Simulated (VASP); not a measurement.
# K (Im-3m) in VASP: further runs

K is run at these levels: LDA; tasks: single point.

All numbers are computed with VASP 6.6.1; they aren't measurements. Logs are shortened: lines on timing, memory, paths and dates and some standing lists are left out, and cuts for length are marked.

### 1 The cell of the first run

Symmetry: Im-3m, No. 229, cubic system. The conventional cell has a = 5.048 Å, b = 5.048 Å, c = 5.048 Å, α = 90.00°, β = 90.00°, γ = 90.00°. Within 5.7 Å of K (site symmetry m-3m) lie 14 K at 4.37 to 5.05 Å.

### 2 Single point, LDA

INCAR reads:

```
SYSTEM = K
  PREC = Accurate
  ENCUT = 520
  EDIFF = 1E-6
  ISMEAR = -1
  SIGMA = 1.0
  LREAL = .False.
  LASPH = .True.
  NELM = 60
  ALGO = Normal
  ISIF = 2
  LWAVE = .False.
  LCHARG = .False.
  GGA = CA
  NBANDS = 10
```

KPOINTS reads:

```
Automatic mesh
0
Gamma
  9 9 9
  0 0 0
```

POSCAR reads:

```
K
1.0
   -2.5241928768      2.5241928768      2.5241928768
    2.5241928768     -2.5241928768      2.5241928768
    2.5241928768      2.5241928768     -2.5241928768
K
1
Direct
    0.0000000000      0.0000000000      0.0000000000
```

Potentials or basis: VASP PAW LDA potentials, release 64 (K_sv).

The run is started by

```sh
cat potpaw_LDA.64/K_sv/POTCAR > POTCAR
mpirun -np 1 vasp_std > vasp.out
```

OUTCAR:

```text
SYSTEM = K
   PREC = Accurate
   ENCUT = 520
   EDIFF = 1E-6
   ISMEAR = -1
   LREAL = .False.
   LASPH = .True.
   NELM = 60
   ISIF = 2
   GGA = CA

 ion  position               nearest neighbor table
   1  0.000  0.000  0.000-

  LATTYP: Found a body centered cubic cell.
 ALAT       =     5.0483857536

  Lattice vectors:

 A1 = (  -2.5241928768,   2.5241928768,   2.5241928768)
 A2 = (   2.5241928768,  -2.5241928768,   2.5241928768)
 A3 = (   2.5241928768,   2.5241928768,  -2.5241928768)

Analysis of symmetry for initial positions (statically):
=====================================================================
 Subroutine PRICEL returns:
 Original cell was already a primitive cell.

 Routine SETGRP: Setting up the symmetry group for a
 body centered cubic supercell.

 Subroutine GETGRP returns: Found 48 space group operations
 (whereof 48 operations were pure point group operations)
 out of a pool of 48 trial point group operations.

The static configuration has the point symmetry O_h .

Analysis of symmetry for dynamics (positions and initial velocities):
=====================================================================
 Subroutine PRICEL returns:
 Original cell was already a primitive cell.

 Routine SETGRP: Setting up the symmetry group for a
 body centered cubic supercell.

 Subroutine GETGRP returns: Found 48 space group operations
 (whereof 48 operations were pure point group operations)
 out of a pool of 48 trial point group operations.

The dynamic configuration has the point symmetry O_h .

 Subroutine INISYM returns: Found 48 space group operations
 (whereof 48 operations are pure point group operations),
 and found     1 'primitive' translations

----------------------------------------------------------------------------------------

                                     Primitive cell

  volume of cell :      64.3321

  direct lattice vectors                    reciprocal lattice vectors
    -2.524192877  2.524192877  2.524192877     0.000000000  0.198083120  0.198083120
     2.524192877 -2.524192877  2.524192877     0.198083120  0.000000000  0.198083120
     2.524192877  2.524192877 -2.524192877     0.198083120  0.198083120  0.000000000

  length of vectors
     4.372030311  4.372030311  4.372030311     0.280131834  0.280131834  0.280131834

  position of ions in fractional coordinates (direct lattice)
     0.000000000  0.000000000  0.000000000
[... 79 lines left out ...]
   NSW    =      0    number of steps for IOM
   IBRION =     -1    ionic relax: 0-MD 1-quasi-New 2-CG
   NFREE  =      0    steps in history (QN), initial steepest desc. (CG)
   ISIF   =      2    stress and relaxation
   ISYM   =      2    0-nonsym 1-usesym 2-fastsym
   POTIM  = 0.5000    time-step for ionic-motion
   TEBEG  =    0.0;   TEEND  =   0.0 temperature during run
   PSTRESS=    0.0 pullay stress
   NELECT =       9.0000    total number of electrons
   NUPDOWN=      -1.0000    fix difference up-down
   EMIN   =  10.00;   EMAX   =-10.00  energy-range for DOS
   EFERMI =   0.00;   METHOD = LEGACY
   ISMEAR =    -1;   SIGMA  =   1.00  broadening in eV -4-tet -1-fermi 0-gaus
   EFERMI_NEDOS =   21; number of points for ismear=-14 and -15
   IALGO  =     38    algorithm
   IMIX   =      4    mixing-type and parameters
     AMIX     =   0.40;   BMIX     =  1.00
     AMIX_MAG =   1.60;   BMIX_MAG =  1.00
  volume/ion in A,a.u.               =      64.33       434.13
  Fermi-wavevector in a.u.,A,eV,Ry     =   0.849858  1.605999  9.826930  0.722259
  Thomas-Fermi vector in A             =   1.965745
   LORBIT       =      0    0 simple, 1 ext, 2 COOP (PROOUT), +10 PAW based schemes
   GGA     = CA    functional components
   LHFCALC =     F    Hartree Fock is set to
   AEXX    =    0.0000 exact exchange contribution
   IVDW    =     0    specifies the selected vdW correction
   LEPSILON=     F    determine dielectric tensor
   LRPA    =     F    only Hartree local field effects (RPA)
 non-spin polarized calculation
  energy-cutoff  :      520.00
  volume of cell :       64.33
 maximum number of plane-waves:      1754
 NGX is ok and might be reduce to    36
   NGX = 17   NGY = 17   NGZ = 17

 number of electron       9.0000001 magnetization

 Free energy of the ion-electron system (eV)
  ---------------------------------------------------
  ext. energy  EPLUGINS =         0.00000000
  ---------------------------------------------------
  free energy    TOTEN  =        -2.29799258 eV

  energy without entropy =       -0.22971856  energy(sigma->0) =       -1.26385557

 E-fermi :  -0.6554     XC(G=0):  -6.2036

 val. band max:       -0.7508968409   @ k =  -0.3333   0.3333   0.1111
 cond. band min:      -0.5990971415   @ k =   0.2222   0.1111   0.1111
 fundamental gap:      0.1517996994
 Fermi energy:        -0.6553642817

 k-point     1 :       0.0000    0.0000    0.0000
  band No.  band energies     occupation
      1     -31.6357      2.00000
      2     -15.3110      2.00000
      3     -15.3110      2.00000
      4     -15.3110      2.00000
      5      -2.3488      1.68936
      6       4.3251      0.01365
      7       4.3251      0.01365
      8       4.3251      0.01365
      9       5.3533      0.00490
     10       5.3533      0.00490
[... 287 lines left out ...]
 k-point    24 :      -0.4444   -0.4444    0.1111
  band No.  band energies     occupation
      1     -31.6257      2.00000
      2     -15.4136      2.00000
      3     -15.3654      2.00000
      4     -15.3290      2.00000
      5       0.8709      0.35708
      6       0.9903      0.32339
      7       2.8199      0.06005
      8       4.3244      0.01366
      9       5.4817      0.00431
     10       6.1977      0.00211

 [... further k-points ...]

------------------------ aborting loop because EDIFF is reached ----------------------------------------

  FORCE on cell =-STRESS in cart. coord.  units (eV):
  Direction    XX          YY          ZZ          XY          YZ          ZX
  --------------------------------------------------------------------------------------
  -------------------------------------------------------------------------------------
  Total        0.2967655      0.2967655      0.2967655      0.0000000     -0.0000000     -0.0000000
  in kB        7.3908849      7.3908849      7.3908849      0.0000000     -0.0000000     -0.0000000
  external PRESSURE =       7.3908849 kB  Pullay stress =       0.0000000 kB

 VOLUME and BASIS-vectors are now :
 -----------------------------------------------------------------------------
  energy-cutoff  :      520.00
  volume of cell :       64.33
      direct lattice vectors                 reciprocal lattice vectors
    -2.524192877  2.524192877  2.524192877     0.000000000  0.198083120  0.198083120
     2.524192877 -2.524192877  2.524192877     0.198083120  0.000000000  0.198083120
     2.524192877  2.524192877 -2.524192877     0.198083120  0.198083120  0.000000000

 POSITION                                       TOTAL-FORCE (eV/Angst)
 -----------------------------------------------------------------------------------
      0.00000      0.00000      0.00000        -0.000000      0.000000      0.000000
 -----------------------------------------------------------------------------------
    total drift:                               -0.000000      0.000000      0.000000

  FREE ENERGIE OF THE ION-ELECTRON SYSTEM (eV)
  ---------------------------------------------------
  free  energy   TOTEN  =        -2.2979925816 eV

  energy  without entropy=       -0.2297185583  energy(sigma->0) =       -1.26385557
```

stdout:

```text
POSCAR found type information on POSCAR K
 POSCAR found :  1 types and       1 ions
 scaLAPACK will be used
 LDA part: xc-table for (Slater(with rela. corr.)+CA(PZ))
 , standard interpolation
 POSCAR, INCAR and KPOINTS ok, starting setup
 FFT: planning ... GRIDC
 FFT: planning ... GRID_SOFT
 FFT: planning ... GRID
 WAVECAR not read
 entering main loop
```

It took 27 s on 1 thread of Intel Xeon 8259CL, shared host; peak memory 0.17 GiB.

What came out:

- Free energy: -2.2980 eV
- Pressure: 0.7 GPa
- Band gap on the k mesh: zero (an odd number of electrons rules out a gap without spin polarisation)

Caveat: so wide a smearing shifts energies and pressures.

### 3 Single point, LDA

INCAR reads:

```
SYSTEM = K
PREC = Accurate ; ENCUT = 520
EDIFF = 1E-7 ; ISMEAR = 0
SIGMA = 0.01 ; LREAL = .FALSE.
LASPH = .TRUE. ; NELM = 80
ALGO = Normal ; ISIF = 2
LWAVE = .FALSE. ; LCHARG = .TRUE.
LELF = .TRUE. ; LVHAR = .TRUE.
NBANDS = 10
```

KPOINTS reads:

```
Automatic mesh
0
G
  9 9 9
  0 0 0
```

POSCAR is that of step 2.

Potentials or basis: VASP PAW LDA potentials, release 64 (K_sv).

The run is started by

```sh
cat potpaw_LDA.64/K_sv/POTCAR > POTCAR
mpirun -np 1 vasp_std > vasp.out
```

Wall time 28 s (1 thread of Intel Xeon 8259CL, shared host); peak memory 0.17 GiB.

Results (log left out):

- Free energy: -1.1678 eV
- Pressure: 0.0 GPa
- Band gap on the k mesh: zero (an odd number of electrons rules out a gap without spin polarisation)

Levels at points of the mesh, in eV from the Fermi level:
| k point | band 2 | band 3 | band 4 | band 5 | band 6 | band 7 |
| --- | --- | --- | --- | --- | --- | --- |
| (0.00, 0.00, 0.00) | -15.36 | -15.36 | -15.36 | -2.31 | 4.33 | 4.33 |

### 4 Single point, LDA

INCAR reads:

```
SYSTEM = K
ALGO = Normal
EDIFF = 1E-6
ENCUT = 520
GGA = CA
ISIF = 2
ISMEAR = 0
LASPH = .TRUE.
LCHARG = .FALSE.
LREAL = .FALSE.
LWAVE = .FALSE.
NBANDS = 10
NELM = 80
PREC = Accurate
SIGMA = 0.03
```

KPOINTS reads:

```
k-points
0
G
  9 9 9
  0 0 0
```

POSCAR is that of step 3.

Potentials or basis: VASP PAW LDA potentials, release 64 (K_sv).

The run is started by

```sh
cat potpaw_LDA.64/K_sv/POTCAR > POTCAR
mpirun -np 1 vasp_std > vasp.out
```

OUTCAR:

```text
SYSTEM = K
   EDIFF = 1E-6
   ENCUT = 520
   GGA = CA
   ISIF = 2
   ISMEAR = 0
   LASPH = .TRUE.
   LREAL = .FALSE.
   NELM = 80
   PREC = Accurate

 ion  position               nearest neighbor table
   1  0.000  0.000  0.000-

  LATTYP: Found a body centered cubic cell.
 ALAT       =     5.0483857536

  Lattice vectors:

 A1 = (  -2.5241928768,   2.5241928768,   2.5241928768)
 A2 = (   2.5241928768,  -2.5241928768,   2.5241928768)
 A3 = (   2.5241928768,   2.5241928768,  -2.5241928768)

Analysis of symmetry for initial positions (statically):
=====================================================================
 Subroutine PRICEL returns:
 Original cell was already a primitive cell.

 Routine SETGRP: Setting up the symmetry group for a
 body centered cubic supercell.

 Subroutine GETGRP returns: Found 48 space group operations
 (whereof 48 operations were pure point group operations)
 out of a pool of 48 trial point group operations.

The static configuration has the point symmetry O_h .

Analysis of symmetry for dynamics (positions and initial velocities):
=====================================================================
 Subroutine PRICEL returns:
 Original cell was already a primitive cell.

 Routine SETGRP: Setting up the symmetry group for a
 body centered cubic supercell.

 Subroutine GETGRP returns: Found 48 space group operations
 (whereof 48 operations were pure point group operations)
 out of a pool of 48 trial point group operations.

The dynamic configuration has the point symmetry O_h .

 Subroutine INISYM returns: Found 48 space group operations
 (whereof 48 operations are pure point group operations),
 and found     1 'primitive' translations

[... 113 lines left out ...]
  volume/ion in A,a.u.               =      64.33       434.13
  Fermi-wavevector in a.u.,A,eV,Ry     =   0.849858  1.605999  9.826930  0.722259
  Thomas-Fermi vector in A             =   1.965745
   LORBIT       =      0    0 simple, 1 ext, 2 COOP (PROOUT), +10 PAW based schemes
   GGA     = CA    functional components
   LHFCALC =     F    Hartree Fock is set to
   AEXX    =    0.0000 exact exchange contribution
   IVDW    =     0    specifies the selected vdW correction
   LEPSILON=     F    determine dielectric tensor
   LRPA    =     F    only Hartree local field effects (RPA)
 non-spin polarized calculation
 Gauss-broadening in eV      SIGMA  =   0.03
  energy-cutoff  :      520.00
  volume of cell :       64.33
 maximum number of plane-waves:      1754
 NGX is ok and might be reduce to    36
   NGX = 17   NGY = 17   NGZ = 17

 number of electron       9.0000001 magnetization

 Free energy of the ion-electron system (eV)
  ---------------------------------------------------
  ext. energy  EPLUGINS =         0.00000000
  ---------------------------------------------------
  free energy    TOTEN  =        -1.16812034 eV

  energy without entropy =       -1.16765034  energy(sigma->0) =       -1.16788534

 E-fermi :  -0.0408     XC(G=0):  -6.2255

 val. band max:       -0.0687486212   @ k =  -0.3333   0.4444   0.1111
 cond. band min:       0.0266779908   @ k =   0.4444   0.0000   0.0000
 fundamental gap:      0.0954266120
 Fermi energy:        -0.0408125799

 k-point     1 :       0.0000    0.0000    0.0000
  band No.  band energies     occupation
      1     -31.7502      2.00000
      2     -15.4172      2.00000
      3     -15.4172      2.00000
      4     -15.4172      2.00000
      5      -2.3684      2.00000
      6       4.2727      0.00000
      7       4.2727      0.00000
      8       4.2727      0.00000
      9       5.2999      0.00000
     10       5.2999      0.00000
[... 287 lines left out ...]
 k-point    24 :      -0.4444   -0.4444    0.1111
  band No.  band energies     occupation
      1     -31.7403      2.00000
      2     -15.5183      2.00000
      3     -15.4709      2.00000
      4     -15.4349      2.00000
      5       0.8466      0.00000
      6       0.9696      0.00000
      7       2.7874      0.00000
      8       4.2827      0.00000
      9       5.4285      0.00000
     10       6.1477      0.00000

 [... further k-points ...]

------------------------ aborting loop because EDIFF is reached ----------------------------------------

  FORCE on cell =-STRESS in cart. coord.  units (eV):
  Direction    XX          YY          ZZ          XY          YZ          ZX
  --------------------------------------------------------------------------------------
  -------------------------------------------------------------------------------------
  Total       -0.0134724     -0.0134724     -0.0134724      0.0000000     -0.0000000      0.0000000
  in kB       -0.3355262     -0.3355262     -0.3355262      0.0000000     -0.0000000      0.0000000
  external PRESSURE =      -0.3355262 kB  Pullay stress =       0.0000000 kB

 VOLUME and BASIS-vectors are now :
 -----------------------------------------------------------------------------
  energy-cutoff  :      520.00
  volume of cell :       64.33
      direct lattice vectors                 reciprocal lattice vectors
    -2.524192877  2.524192877  2.524192877     0.000000000  0.198083120  0.198083120
     2.524192877 -2.524192877  2.524192877     0.198083120  0.000000000  0.198083120
     2.524192877  2.524192877 -2.524192877     0.198083120  0.198083120  0.000000000

 POSITION                                       TOTAL-FORCE (eV/Angst)
 -----------------------------------------------------------------------------------
      0.00000      0.00000      0.00000        -0.000000     -0.000000     -0.000000
 -----------------------------------------------------------------------------------
    total drift:                               -0.000000      0.000000      0.000000

  FREE ENERGIE OF THE ION-ELECTRON SYSTEM (eV)
  ---------------------------------------------------
  free  energy   TOTEN  =        -1.1681203447 eV

  energy  without entropy=       -1.1676503396  energy(sigma->0) =       -1.16788534
```

stdout:

```text
POSCAR found type information on POSCAR K
 POSCAR found :  1 types and       1 ions
 scaLAPACK will be used
 LDA part: xc-table for (Slater(with rela. corr.)+CA(PZ))
 , standard interpolation
 POSCAR, INCAR and KPOINTS ok, starting setup
 FFT: planning ... GRIDC
 FFT: planning ... GRID_SOFT
 FFT: planning ... GRID
 WAVECAR not read
 entering main loop
```

Run time: 22 s. Hardware: 1 thread of Intel Xeon 8259CL, shared host; peak memory 0.17 GiB.

What came out:

- Free energy: -1.1681 eV
- Pressure: 0.0 GPa
- Band gap on the k mesh: zero (an odd number of electrons rules out a gap without spin polarisation)

Levels at points of the mesh, in eV from the Fermi level:
```
           k point  band 1  band 2  band 3  band 4  band 5  band 6  band 7  band 8  band 9
(0.00, 0.00, 0.00)  -31.71  -15.38  -15.38  -15.38   -2.33    4.31    4.31    4.31    5.34
```

(Continued in part 2 of 2.)
